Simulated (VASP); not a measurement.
Runs of VASP 6.6.1 on Si. The structure is that of space group Fd-3m (No. 227), or close to it. The cells are those of the table. 

| cell | gap on the mesh (eV) | pressure (GPa) |
| --- | --- | --- |
| a = 3.821, b = 3.879, c = 3.850 Å, angles 59.3, 60.7, 60.0°, 2 atoms | (a) | -0.2 |
| a = 3.888, b = 3.811, c = 3.850 Å, angles 61.0, 59.0, 60.0°, 2 atoms | 0.49 | -0.2 |
| a = 3.830, b = 3.869, c = 3.850 Å, angles 59.5, 60.5, 60.0°, 2 atoms | 0.66 | -0.2 |
| a = 3.840, b = 3.859, c = 3.850 Å, angles 59.8, 60.2, 60.0°, 2 atoms | 0.74 | -0.2 |

Alike in all rows: task single point; level r2SCAN; potentials or basis VASP PAW PBE potentials, release 64 (Si); no spin polarisation; k mesh 8 × 8 × 8; cutoff (eV) 520; smearing gaussian 0.05 eV.

Problem. Estimate the missing entries.

Solution. (a) 0.57.

Caveats: the PAW data sets were made with another functional, which shifts forces and pressure a little.

A k mesh can miss the band edges.
